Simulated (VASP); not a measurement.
H, 2 atoms in the cell. Symmetry: Fd-3m, No. 227, cubic system. The conventional cell has a = 4.465 Å, b = 4.465 Å, c = 4.465 Å, α = 90.00°, β = 90.00°, γ = 90.00°. Within 2.6 Å of H (site symmetry -43m) lie 4 H at 1.93 Å. 

```yaml
Program: VASP 6.6.1
Task: relaxation of cell and atoms
Functional: PBE
Potentials_or_basis: VASP PAW PBE potentials, release 64 (H)
Cutoff: 600 eV
k_mesh: 14 × 14 × 14
Occupations: fermi-dirac, width 0.05 eV
Spin: no spin polarisation
Dipole_correction: no
Further_INCAR_settings: ALGO = Normal; EDIFF = 1e-06; IBRION = 2; EDIFFG = -0.005; NSW = 100; ISIF = 3
```

Potentials or basis: VASP PAW PBE potentials, release 64 (H).

The run is started by

```sh
$ cat potpaw_PBE.64/H/POTCAR > POTCAR
$ mpirun -np 1 vasp_std > vasp.out
```

Hardware: 1 thread of Intel(R) Xeon(R) 6975P-C (Granite Rapids) (shared host).

Task: Estimate the wall time of this run.

Result: It took 28 s on 1 thread of Intel(R) Xeon(R) 6975P-C (Granite Rapids) (shared host), peak memory 0.15 GiB. Counts: scf iterations 53, k points 104, ion steps 10.
